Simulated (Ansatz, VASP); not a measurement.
# Al2O3 in VASP and in Ansatz

The input INCAR:

```
SYSTEM = Al2O3
ALGO = Normal
EDIFF = 1E-6
ENCUT = 520
GGA = PE
ISIF = 2
ISMEAR = 0
LASPH = .TRUE.
LCHARG = .FALSE.
LREAL = .FALSE.
LWAVE = .FALSE.
NBANDS = 35
NELM = 60
PREC = Accurate
SIGMA = 0.05
```

Contents of KPOINTS:

```
k-points
0
G
  6 6 6
  0 0 0
```

Contents of POSCAR:

```
Al2O3
1.0
    2.4600251504      1.4202961828      4.1771227054
   -2.4600251504      1.4202961828      4.1771227054
    0.0000000000     -2.8405923656      4.1771227054
Al O
4 6
Direct
    0.8521293568      0.8521293568      0.8521293568
    0.6478706432      0.6478706432      0.6478706432
    0.1478706432      0.1478706432      0.1478706432
    0.3521293568      0.3521293568      0.3521293568
    0.0561574040      0.4438425960      0.7500000000
    0.7500000000      0.0561574040      0.4438425960
    0.4438425960      0.7500000000      0.0561574040
    0.9438425960      0.5561574040      0.2500000000
    0.2500000000      0.9438425960      0.5561574040
    0.5561574040      0.2500000000      0.9438425960
```

Input for Ansatz:

```yaml
crystal:
  lattice:
    - [2.4600251504, 1.4202961828, 4.1771227054]
    - [-2.4600251504, 1.4202961828, 4.1771227054]
    - [0.0, -2.8405923656, 4.1771227054]
  atoms:
    - { symbol: Al, position: [0.8521293568, 0.8521293568, 0.8521293568] }
    - { symbol: Al, position: [0.6478706432, 0.6478706432, 0.6478706432] }
    - { symbol: Al, position: [0.1478706432, 0.1478706432, 0.1478706432] }
    - { symbol: Al, position: [0.3521293568, 0.3521293568, 0.3521293568] }
    - { symbol: O, position: [0.056157404, 0.443842596, 0.75] }
    - { symbol: O, position: [0.75, 0.056157404, 0.443842596] }
    - { symbol: O, position: [0.443842596, 0.75, 0.056157404] }
    - { symbol: O, position: [0.943842596, 0.556157404, 0.25] }
    - { symbol: O, position: [0.25, 0.943842596, 0.556157404] }
    - { symbol: O, position: [0.556157404, 0.25, 0.943842596] }
basis:
  ecutwfc: 520.0
kpoints:
  mp_grid: { grid: [6, 6, 6] }
hamiltonian:
  xc: pbe
  pseudopotentials: { kind: paw, azcp: { folder: soft_1 } }
scf:
  occupations: { method: gaussian, width: 0.05 }
output:
  forces: true
  stress: true
  eigenvalues: true
```

Alike in both runs: task single point; functional PBE; k mesh 6 × 6 × 6; occupations gaussian, width 0.05 eV; no spin polarisation.

|  | VASP | Ansatz |
| --- | --- | --- |
| version | VASP 6.6.1 | Ansatz 0.2.0 |
| potentials or method | VASP PAW PBE potentials, release 64 (Al, O), cutoff 520 eV | scalar-relativistic, plane waves, PAW |
| valence electrons in the cell | 48 | 48 |

|  | VASP | Ansatz | Ansatz less VASP |
| --- | --- | --- | --- |
| gap on the k mesh at the Fermi level (eV) | 5.27 | 5.27 | +0.008 |
| least direct gap on the mesh (eV) | 5.27 | 5.27 | +0.008 |
| pressure (GPa) | -0.5 | -0.5 | +0.03 |
| traceless stress, the component that is largest in VASP (GPa) | 17.54 | 17.53 | -0.013 |
| rms of the force components (eV/Å) | 0.208 | 0.204 | -0.0035 |

Atom by atom the forces differ by 0.005 eV/Å (rms over components). With one functional, cell and mesh, what is left measures potentials, basis and numerics.
